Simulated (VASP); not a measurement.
Crystal: Sn.

```xyz
2
Lattice="0.0000 3.1769 3.1769 3.1769 0.0000 3.1769 3.1769 3.1769 0.0000" Properties=species:S:1:pos:R:3 pbc="T T T"
Sn    1.5885    1.5885    1.5885
Sn    0.0000    0.0000    0.0000
```

This isn't the form of Sn at room conditions, which is tetragonal (white tin).

| Property | Result |
| --- | --- |
| Program | VASP 6.6.1 |
| Task | relaxation of cell and atoms |
| Functional | PBE |
| Potentials or basis | VASP PAW PBE potentials, release 64 (Sn_d) |
| Cutoff | 600 eV |
| k mesh | 12 × 12 × 12 |
| Occupations | gaussian, width 0.1 eV |
| Spin | no spin polarisation |

At the start: pressure 6.9 GPa; volume 32.06 Å³/atom.

**Question.** How do energy, volume and symmetry change on relaxing?

**Answer.** Over 5 steps the energy falls by 89.6 meV/atom and the volume is 36.81 Å³/atom (+14.8 %); space group Fd-3m (No. 227, to 0.1 Å) before and after.

The path:
```csv
step,energy change (eV),largest force (eV/Å),pressure (GPa),volume (Å³)
1,0.0000,0.0000,6.93,64.13
2,-0.1543,0.0000,-1.77,77.89
3,-0.1791,0.0000,0.04,73.54
4,-0.1791,0.0000,-0.05,73.73
5,-0.1792,0.0000,-0.01,73.63
```

Final structure:
```yaml
crystal:
  lattice:
    - [0.00000, 3.32663, 3.32663]
    - [3.32663, 0.00000, 3.32663]
    - [3.32663, 3.32663, 0.00000]
  atoms:
    - { symbol: Sn, position: [0.25000, 0.25000, 0.25000] }
    - { symbol: Sn, position: [0.00000, 0.00000, 0.00000] }
```
